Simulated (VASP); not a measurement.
# TiC (I4mm) in VASP: further runs

TiC is run at these levels: r2SCAN; tasks: single point.

Program: VASP 6.6.1. These are calculated values, not measurements. Logs are shortened: lines on timing, memory, paths and dates and some standing lists are left out, and cuts for length are marked.

### Step 1. The cell of the first run

Symmetry: I4mm, No. 107, tetragonal system. Conventional cell: a = 3.060 Å, b = 3.060 Å, c = 4.328 Å, α = 90.00°, β = 90.00°, γ = 90.00°. Within 2.7 Å of Ti (site symmetry 4mm) lie 6 C at 2.05 to 2.28 Å. C (site symmetry 4mm) has 6 Ti at 2.05 to 2.28 Å within 2.7 Å.

### Step 2. Single point, r2SCAN

Contents of POSCAR:

```
TiC
1.0
    0.0000000000      2.1640000000      2.1640000000
    2.1640000000      0.0000000000      2.1640000000
    2.1640000000      2.1640000000      0.0000000000
Ti C
1 1
Direct
   -0.0259935305     -0.0259935305      0.0259935305
    0.5000000000      0.5000000000      0.5000000000
```

Contents of INCAR.step1:

```
  PREC = Accurate
  ENCUT = 520
  ISMEAR = 0
  SIGMA = 0.15
  LREAL = F
  LASPH = T
  NELM = 100
  NBANDS = 15
  GGA = PE
  ALGO = Normal
  EDIFF = 1E-4
  LWAVE = T
  LCHARG = F
```

Contents of INCAR.step2:

```
  PREC = Accurate
  ENCUT = 520
  EDIFF = 1E-6
  ISMEAR = 0
  SIGMA = 0.15
  LREAL = F
  LASPH = T
  NELM = 100
  ALGO = Normal
  ISIF = 2
  LWAVE = F
  LCHARG = F
  METAGGA = R2SCAN
  LMIXTAU = T
  NBANDS = 15
  ISTART = 1
```

Contents of KPOINTS:

```
Automatic mesh
0
Gamma
  18 18 18
```

Potentials or basis: VASP PAW PBE potentials, release 64 (Ti_sv, C).

On the command line:

```
$ cat potpaw_PBE.64/Ti_sv/POTCAR potpaw_PBE.64/C/POTCAR > POTCAR
$ cp INCAR.step1 INCAR
$ mpirun -np 1 vasp_std > vasp.out
$ cp INCAR.step2 INCAR
$ mpirun -np 1 vasp_std > vasp.out
```

OUTCAR:

```text
PREC = Accurate
   ENCUT = 520
   EDIFF = 1E-6
   ISMEAR = 0
   LREAL = F
   LASPH = T
   NELM = 100
   ISIF = 2
   METAGGA = R2SCAN
   ISTART = 1

 ion  position               nearest neighbor table
   1  0.974  0.974  0.026-   2 2.05   2 2.17   2 2.17   2 2.17   2 2.17   2 2.28
   2  0.500  0.500  0.500-   1 2.05   1 2.17   1 2.17   1 2.17   1 2.17   1 2.28

  LATTYP: Found a face centered cubic cell.
 ALAT       =     4.3280000000

  Lattice vectors:

 A1 = (   0.0000000000,   2.1640000000,   2.1640000000)
 A2 = (   2.1640000000,   0.0000000000,   2.1640000000)
 A3 = (   2.1640000000,   2.1640000000,   0.0000000000)

Analysis of symmetry for initial positions (statically):
=====================================================================
 Subroutine PRICEL returns:
 Original cell was already a primitive cell.

 Routine SETGRP: Setting up the symmetry group for a
 face centered cubic supercell.

 Subroutine GETGRP returns: Found  8 space group operations
 (whereof  8 operations were pure point group operations)
 out of a pool of 48 trial point group operations.

The static configuration has the point symmetry C_4v.

Analysis of symmetry for dynamics (positions and initial velocities):
=====================================================================
 Subroutine PRICEL returns:
 Original cell was already a primitive cell.

 Routine SETGRP: Setting up the symmetry group for a
 face centered cubic supercell.

 Subroutine GETGRP returns: Found  8 space group operations
 (whereof  8 operations were pure point group operations)
 out of a pool of 48 trial point group operations.

The dynamic configuration has the point symmetry C_4v.

 Subroutine INISYM returns: Found  8 space group operations
 (whereof  8 operations are pure point group operations),
 and found     1 'primitive' translations

----------------------------------------------------------------------------------------

                                     Primitive cell

  volume of cell :      20.2676

  direct lattice vectors                    reciprocal lattice vectors
     0.000000000  2.164000000  2.164000000    -0.231053604  0.231053604  0.231053604
     2.164000000  0.000000000  2.164000000     0.231053604 -0.231053604  0.231053604
     2.164000000  2.164000000  0.000000000     0.231053604  0.231053604 -0.231053604

  length of vectors
     3.060358149  3.060358149  3.060358149     0.400196582  0.400196582  0.400196582

  position of ions in fractional coordinates (direct lattice)
     0.974006469  0.974006469  0.025993531
     0.500000000  0.500000000  0.500000000

  ion indices of the primitive-cell ions
   primitive index   ion index
                 1           1
                 2           2

----------------------------------------------------------------------------------------

 KPOINTS: Automatic mesh

Automatic generation of k-mesh.
 Grid dimensions read from file:
 generate k-points for:   18   18   18

 Generating k-lattice:

  Cartesian coordinates                     Fractional coordinates (reciprocal lattice)
    -0.012836311  0.012836311  0.012836311     0.055555556  0.000000000  0.000000000
     0.012836311 -0.012836311  0.012836311     0.000000000  0.055555556  0.000000000
     0.012836311  0.012836311 -0.012836311     0.000000000  0.000000000  0.055555556

  Length of vectors
     0.022233143  0.022233143  0.022233143

  Shift w.r.t. Gamma in fractional coordinates (k-lattice)
     0.000000000  0.000000000  0.000000000

 Subroutine IBZKPT returns following result:
 ===========================================

 Found    480 irreducible k-points:

 Following reciprocal coordinates:
            Coordinates               Weight
  0.000000  0.000000  0.000000      1.000000
  0.055556  0.000000  0.000000      8.000000
  0.111111  0.000000  0.000000      8.000000
  0.166667  0.000000  0.000000      8.000000
  0.222222  0.000000  0.000000      8.000000
  0.277778  0.000000  0.000000      8.000000
[... 16 lines left out ...]
  0.388889  0.055556  0.000000      8.000000
  0.000000  0.388889  0.055556     16.000000
 [... further k-points ...]
   k-points           NKPTS =    480   k-points in BZ     NKDIM =    480   number of bands    NBANDS=     15
   number of dos      NEDOS =    301   number of ions     NIONS =      2
   total plane-waves  NPLWV =  13824
   dimension x,y,z NGX =    24 NGY =   24 NGZ =   24
   dimension x,y,z NGXF=    48 NGYF=   48 NGZF=   48
   ions per type =               1   1
   NGX,Y,Z   is equivalent  to a cutoff of  13.04, 13.04, 13.04 a.u.
   NGXF,Y,Z  is equivalent  to a cutoff of  26.07, 26.07, 26.07 a.u.
 SYSTEM =  unknown system
   PREC   = accura    normal or accurate (medium, high low for compatibility)
   ISTART =      1    job   : 0-new  1-cont  2-samecut
   ICHARG =      0    charge: 1-file 2-atom 10-const
   ISPIN  =      1    spin polarized calculation?
   LNONCOLLINEAR =      F non collinear calculations
   LSORBIT =      F    spin-orbit coupling
   LASPH  =      T    aspherical Exc in radial PAW
   ENCUT  =  520.0 eV  38.22 Ry    6.18 a.u.   5.69  5.69  5.69*2*pi/ulx,y,z
   NELM   =    100;   NELMIN=  2; NELMDL=  0     # of ELM steps
   EDIFF  = 0.1E-05   stopping-criterion for ELM
   LREAL  =      F    real-space projection
   EDIFFG = 0.1E-04   stopping-criterion for IOM
   NSW    =      0    number of steps for IOM
   IBRION =     -1    ionic relax: 0-MD 1-quasi-New 2-CG
   NFREE  =      0    steps in history (QN), initial steepest desc. (CG)
   ISIF   =      2    stress and relaxation
   ISYM   =      2    0-nonsym 1-usesym 2-fastsym
   POTIM  = 0.5000    time-step for ionic-motion
   TEBEG  =    0.0;   TEEND  =   0.0 temperature during run
   PSTRESS=    0.0 pullay stress
   NELECT =      16.0000    total number of electrons
   NUPDOWN=      -1.0000    fix difference up-down
   EMIN   =  10.00;   EMAX   =-10.00  energy-range for DOS
   EFERMI =   0.00;   METHOD = LEGACY
   ISMEAR =     0;   SIGMA  =   0.15  broadening in eV -4-tet -1-fermi 0-gaus
   EFERMI_NEDOS =   21; number of points for ismear=-14 and -15
   IALGO  =     38    algorithm
   IMIX   =      4    mixing-type and parameters
     AMIX     =   0.40;   BMIX     =  1.00
     AMIX_MAG =   1.60;   BMIX_MAG =  1.00
  volume/ion in A,a.u.               =      10.13        68.39
  Fermi-wavevector in a.u.,A,eV,Ry     =   1.513030  2.859212 31.147275  2.289260
  Thomas-Fermi vector in A             =   2.622876
   LORBIT       =      0    0 simple, 1 ext, 2 COOP (PROOUT), +10 PAW based schemes
   METAGGA = R2SCAN    functional components
   LHFCALC =     F    Hartree Fock is set to
   AEXX    =    0.0000 exact exchange contribution
   IVDW    =     0    specifies the selected vdW correction
   LEPSILON=     F    determine dielectric tensor
   LRPA    =     F    only Hartree local field effects (RPA)
 non-spin polarized calculation
 Gauss-broadening in eV      SIGMA  =   0.15
  energy-cutoff  :      520.00
  volume of cell :       20.27
 maximum number of plane-waves:       568
   NGX = 11   NGY = 11   NGZ = 11

 number of electron      16.0000001 magnetization

 Free energy of the ion-electron system (eV)
  ---------------------------------------------------
  ext. energy  EPLUGINS =         0.00000000
  ---------------------------------------------------
  free energy    TOTEN  =       -24.81258081 eV

  energy without entropy =      -24.81012030  energy(sigma->0) =      -24.81135055

 E-fermi :   9.5873     XC(G=0): -13.5930

 val. band max:        9.5776692512   @ k =   0.0000   0.3333   0.3333
 cond. band min:       9.6023180874   @ k =   0.0000   0.2778   0.2778
 fundamental gap:      0.0246488362
 Fermi energy:         9.5872801989

 k-point     1 :       0.0000    0.0000    0.0000
  band No.  band energies     occupation
      1     -49.4486      2.00000
      2     -24.4286      2.00000
      3     -24.4286      2.00000
      4     -24.4262      2.00000
      5      -3.6866      2.00000
      6       9.9499      0.00063
      7       9.9499      0.00063
      8      10.2235      0.00000
      9      10.3872      0.00000
     10      11.2441      0.00000
     11      11.6564      0.00000
     12      11.6564      0.00000
     13      12.3104      0.00000
     14      20.6903      0.00000
     15      24.2928      0.00000

 k-point     2 :       0.0556    0.0000    0.0000
  band No.  band energies     occupation
      1     -49.4463      2.00000
      2     -24.4443      2.00000
      3     -24.4301      2.00000
      4     -24.4282      2.00000
      5      -3.6146      2.00000
      6       9.4673      1.74182
      7       9.7662      0.09161
      8      10.1454      0.00000
      9      10.4729      0.00000
     10      10.8509      0.00000
     11      11.6016      0.00000
     12      12.3394      0.00000
     13      12.7738      0.00000
     14      20.8282      0.00000
     15      24.3136      0.00000

 k-point     3 :       0.1111    0.0000    0.0000
  band No.  band energies     occupation
      1     -49.4397      2.00000
      2     -24.4910      2.00000
      3     -24.4343      2.00000
      4     -24.4324      2.00000
      5      -3.4026      2.00000
      6       8.7163      2.00000
      7       9.2062      1.99967
      8       9.5341      1.38390
      9      10.6578      0.00000
     10      10.7803      0.00000
     11      11.8084      0.00000
     12      13.2802      0.00000
     13      13.5826      0.00000
     14      21.1784      0.00000
     15      24.3196      0.00000
[... 343 lines left out ...]
 k-point    23 :       0.3889    0.0556    0.0000
  band No.  band energies     occupation
      1     -49.3831      2.00000
      2     -24.8656      2.00000
      3     -24.4793      2.00000
      4     -24.4710      2.00000
      5      -1.0625      2.00000
      6       4.5852      2.00000
      7       6.6649      2.00000
      8       6.8551      2.00000
      9      12.0054      0.00000
     10      12.4150      0.00000
     11      13.3811      0.00000
     12      16.8156      0.00000
     13      17.3974      0.00000
     14      19.8589      0.00000
     15      25.7783      0.00000

 k-point    24 :       0.0000    0.3889    0.0556
  band No.  band energies     occupation
      1     -49.3831      2.00000
      2     -24.8654      2.00000
      3     -24.4779      2.00000
      4     -24.4722      2.00000
      5      -1.0643      2.00000
      6       4.5797      2.00000
      7       6.6401      2.00000
      8       6.8971      2.00000
      9      12.0037      0.00000
     10      12.3957      0.00000
     11      13.3544      0.00000
     12      16.8620      0.00000
     13      17.4278      0.00000
     14      19.8092      0.00000
     15      25.8247      0.00000

 [... further k-points ...]

------------------------ aborting loop because EDIFF is reached ----------------------------------------

  FORCE on cell =-STRESS in cart. coord.  units (eV):
  Direction    XX          YY          ZZ          XY          YZ          ZX
  --------------------------------------------------------------------------------------
  -------------------------------------------------------------------------------------
  Total        0.1537099      0.1537099      0.6154926      0.0000000      0.0000000      0.0000000
  in kB       12.1509624     12.1509624     48.6554712      0.0000000      0.0000000      0.0000000
  external PRESSURE =      24.3191320 kB  Pullay stress =       0.0000000 kB

 VOLUME and BASIS-vectors are now :
 -----------------------------------------------------------------------------
  energy-cutoff  :      520.00
  volume of cell :       20.27
      direct lattice vectors                 reciprocal lattice vectors
     0.000000000  2.164000000  2.164000000    -0.231053604  0.231053604  0.231053604
     2.164000000  0.000000000  2.164000000     0.231053604 -0.231053604  0.231053604
     2.164000000  2.164000000  0.000000000     0.231053604  0.231053604 -0.231053604

 POSITION                                       TOTAL-FORCE (eV/Angst)
 -----------------------------------------------------------------------------------
      2.16400      2.16400      4.21550         0.000000      0.000000      1.003657
      2.16400      2.16400      2.16400         0.000000      0.000000     -1.003657
 -----------------------------------------------------------------------------------
    total drift:                                0.000000      0.000000     -0.000270

  FREE ENERGIE OF THE ION-ELECTRON SYSTEM (eV)
  ---------------------------------------------------
  free  energy   TOTEN  =       -24.8125808128 eV

  energy  without entropy=      -24.8101202955  energy(sigma->0) =      -24.81135055
```

It took 6.1 min on 1 thread of Intel Xeon Platinum 8259CL at 2.50GHz (Skylake/Cascade Lake), shared host; peak memory 0.27 GiB.

Results:

```yaml
Free_energy: -24.8126 eV
Pressure: 2.4 GPa
Largest_force: 1.004 eV/Å
Band_gap_on_the_k_mesh: zero (bands 8 and 9 overlap by 1.34 eV)
```

Forces in eV/Å, atoms in the order of the input:
```
Ti   0.000  0.000  1.004
C    0.000  0.000 -1.004
```

Stress tensor (GPa, compression positive):
```
1.22 0.00 0.00
0.00 1.22 0.00
0.00 0.00 4.87
```

Levels at points of the mesh, in eV from the Fermi level:
```csv
k point,band 6,band 7,band 8,band 9,band 10,band 11
"(0.00, 0.00, 0.00)",0.36,0.36,0.64,0.80,1.66,2.07
"(0.50, 0.00, 0.00)",-6.16,-3.20,-3.18,3.06,3.09,4.32
"(0.50, 0.50, 0.00)",-3.70,-1.59,-0.21,-0.21,2.68,3.71
"(0.00, 0.50, 0.50)",-3.76,-1.97,-0.31,0.21,2.83,3.71
```

Caveat: the cell differs from its parent crystal (all Ti atoms moved +0.113 Å, as atom 1 towards its neighbour atom 2 (C) at 2.164 Å); the PAW data sets were made with another functional, which shifts forces and pressure a little.

### Step 3. Single point, r2SCAN

Edit POSCAR of step 2 so:

```diff
@@ -8,3 +8,3 @@
 Direct
-   -0.0259935305     -0.0259935305      0.0259935305
+   -0.0086645102     -0.0086645102      0.0086645102
     0.5000000000      0.5000000000      0.5000000000
```

Contents of INCAR.step1:

```
PREC     = Accurate       # precision mode
ENCUT    = 520            # plane-wave cutoff, eV
ISMEAR   = 0              # smearing method
SIGMA    = 0.15           # smearing width, eV
LREAL    = False          # projectors in reciprocal space
LASPH    = True           # aspherical terms in the spheres
NELM     = 80             # most SCF steps
NBANDS   = 15             # bands
GGA      = PE             # functional
ALGO     = Normal         # electronic algorithm
EDIFF    = 1E-4           # SCF threshold, eV
LWAVE    = True           # write WAVECAR
LCHARG   = False          # write CHGCAR
```

Contents of INCAR.step2:

```
PREC     = Accurate       # precision mode
ENCUT    = 520            # plane-wave cutoff, eV
EDIFF    = 1E-6           # SCF threshold, eV
ISMEAR   = 0              # smearing method
SIGMA    = 0.15           # smearing width, eV
LREAL    = False          # projectors in reciprocal space
LASPH    = True           # aspherical terms in the spheres
NELM     = 80             # most SCF steps
ALGO     = Normal         # electronic algorithm
ISIF     = 2              # what is computed and relaxed
LWAVE    = False          # write WAVECAR
LCHARG   = True           # write CHGCAR
METAGGA  = R2SCAN         # meta-GGA
LMIXTAU  = True         
LELF     = True           # ELF
LVHAR    = True         
NBANDS   = 15             # bands
ISTART   = 1
```

KPOINTS is that of step 2.

Potentials or basis: VASP PAW PBE potentials, release 64 (Ti_sv, C).

On the command line:

```
$ cat potpaw_PBE.64/Ti_sv/POTCAR potpaw_PBE.64/C/POTCAR > POTCAR
$ cp INCAR.step1 INCAR
$ mpirun -np 1 vasp_std > vasp.out
$ cp INCAR.step2 INCAR
$ mpirun -np 1 vasp_std > vasp.out
```

Run time: 6.5 min. Hardware: 1 thread of Intel Xeon Platinum 8259CL at 2.50GHz (Skylake/Cascade Lake), shared host; peak memory 0.27 GiB.

The run converged. Its results:

```
Free energy            : -24.8638 eV
Pressure               : 1.1 GPa
Largest force          : 0.351 eV/Å
Band gap on the k mesh : zero (bands 8 and 9 overlap by 1.34 eV)
```

Forces in eV/Å, atoms in the order of the input:
```
Ti   0.000  0.000  0.351
C    0.000  0.000 -0.351
```

Stress tensor (GPa, compression positive):
```
0.95 0.00 0.00
0.00 0.95 0.00
0.00 0.00 1.36
```

Levels at points of the mesh, in eV from the Fermi level:
| k point | band 4 | band 5 | band 6 | band 7 | band 8 | band 9 | band 10 | band 11 | band 12 | band 13 |
| --- | --- | --- | --- | --- | --- | --- | --- | --- | --- | --- |
| (0.00, 0.00, 0.00) | -33.96 | -13.23 | 0.78 | 0.78 | 0.85 | 1.34 | 1.71 | 1.73 | 1.73 | 2.04 |
| (0.50, 0.00, 0.00) | -34.01 | -9.71 | -6.11 | -3.15 | -3.15 | 3.14 | 3.14 | 4.38 | 8.34 | 8.52 |
| (0.50, 0.50, 0.00) | -34.13 | -10.96 | -3.69 | -1.53 | -0.16 | -0.16 | 2.73 | 3.77 | 3.77 | 5.95 |
| (0.00, 0.50, 0.50) | -34.13 | -10.96 | -3.70 | -1.59 | -0.17 | -0.10 | 2.75 | 3.77 | 3.77 | 5.96 |

Caveat: the cell differs from its parent crystal (all Ti atoms moved +0.037 Å, as atom 1 towards its neighbour atom 2 (C) at 2.164 Å); the PAW data sets were made with another functional, which shifts forces and pressure a little.

The gap in the log of VASP goes by the Fermi energy; the results here count the filled bands.